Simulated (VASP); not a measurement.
Set up this calculation in VASP 6.6.1, as the native input.

- Task: single point
- Functional: PBE
- Potentials or basis: VASP PAW PBE potentials, release 64 (Ir)
- Cutoff: 520 eV
- k mesh: 20 × 20 × 20
- Occupations: gaussian, width 0.1 eV
- Spin: no spin polarisation
- Dipole correction: no
- Further INCAR settings: ALGO = Normal; EDIFF = 1e-06; NBANDS = 10

The structure of Ir lies in POSCAR:

```
Ir
1.0
    0.0000000000      1.8291631503      1.8291631503
    1.8291631503      0.0000000000      1.8291631503
    1.8291631503      1.8291631503      0.0000000000
Ir
1
Direct
    0.0000000000      0.0000000000      0.0000000000
```

One way to write it, as run:

INCAR

```
SYSTEM = Ir
PREC = Accurate
ENCUT = 520
EDIFF = 1E-6
ISMEAR = 0
SIGMA = 0.1
LREAL = .FALSE.
LASPH = .TRUE.
NELM = 80
ALGO = Normal
ISIF = 2
LWAVE = .FALSE.
LCHARG = .TRUE.
GGA = PE
LELF = .TRUE.
LVHAR = .TRUE.
NBANDS = 10
```

KPOINTS

```
Automatic mesh
0
G
  20 20 20
  0 0 0
```

Potentials or basis: VASP PAW PBE potentials, release 64 (Ir).

Run with:

```bash
$ cat potpaw_PBE.64/Ir/POTCAR > POTCAR
$ mpirun -np 1 vasp_std > vasp.out
```

It gave:

```yaml
Pressure: 91.9 GPa
```

It took 36 s on 1 thread of AMD EPYC 7R43 64-Core Processor (Zen 3), on a shared host, peak memory 0.12 GiB.
